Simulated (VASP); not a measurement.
Pb, 1 atom in the cell. The structure is tetragonal, space group I4/mmm (No. 139). Conventional cell: a = 3.505 Å, b = 3.505 Å, c = 4.512 Å, α = 90.00°, β = 90.00°, γ = 90.00°. Within 4.6 Å of Pb (site symmetry 4/mmm) lie 14 Pb at 3.35 to 4.51 Å.  This cell differs from its parent crystal: strained.

* Program: VASP 6.6.1
* Task: single point
* Functional: PBEsol
* Potentials or basis: VASP PAW PBE potentials, release 64 (Pb_d)
* Cutoff: 520 eV
* k mesh: 14 × 14 × 14
* Occupations: gaussian, width 0.1 eV
* Spin: no spin polarisation
* Dipole correction: no
* Further INCAR settings: ALGO = Normal; EDIFF = 1e-07; NBANDS = 13

Potentials or basis: VASP PAW PBE potentials, release 64 (Pb_d).

Run with:

```sh
$ cat potpaw_PBE.64/Pb_d/POTCAR > POTCAR
$ mpirun -np 1 vasp_std > vasp.out
```

Hardware: 1 thread of Intel Xeon 8259CL, on a shared host.

**Question.** How long does it take, and how much memory?

**Answer.** It took 2.2 min on 1 thread of Intel Xeon 8259CL (shared host), peak memory 0.22 GiB. Counts: scf iterations 11, k points 244.
